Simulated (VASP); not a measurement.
GaN, 2 atoms in the cell. The structure is tetragonal, space group I-4m2 (No. 119). The conventional cell has a = 3.180 Å, b = 3.180 Å, c = 4.633 Å, α = 90.00°, β = 90.00°, γ = 90.00°. Ga (site symmetry -4m2) has 4 N at 1.97 Å within 2.6 Å. Within 2.6 Å of N (site symmetry -4m2) lie 4 Ga at 1.97 Å.  This cell differs from its parent crystal: uniaxial z strain +3.0%.

| Quantity | Value |
| --- | --- |
| Program | VASP 6.6.1 |
| Task | dielectric tensor |
| Functional | r2SCAN |
| Potentials or basis | VASP PAW PBE potentials, release 64 (Ga_d, N) |
| Cutoff | 520 eV |
| k mesh | 8 × 8 × 8 |
| Occupations | gaussian, width 0.01 eV |
| Spin | no spin polarisation |
| Dipole correction | no |
| Further INCAR settings | ALGO = Normal; EDIFF = 1e-08 |

Potentials or basis: VASP PAW PBE potentials, release 64 (Ga_d, N).

Launch:

```console
$ cat potpaw_PBE.64/Ga_d/POTCAR potpaw_PBE.64/N/POTCAR > POTCAR
$ mpirun -np 1 vasp_std > vasp.out
```

Hardware: 1 thread of Intel Xeon 8259CL, on a shared host.

Task: How long does it take, and how much memory?

Result: Wall time 55 min on 1 thread of Intel Xeon 8259CL, on a shared host, peak memory 0.43 GiB. Counts: scf iterations 85, k points 59.
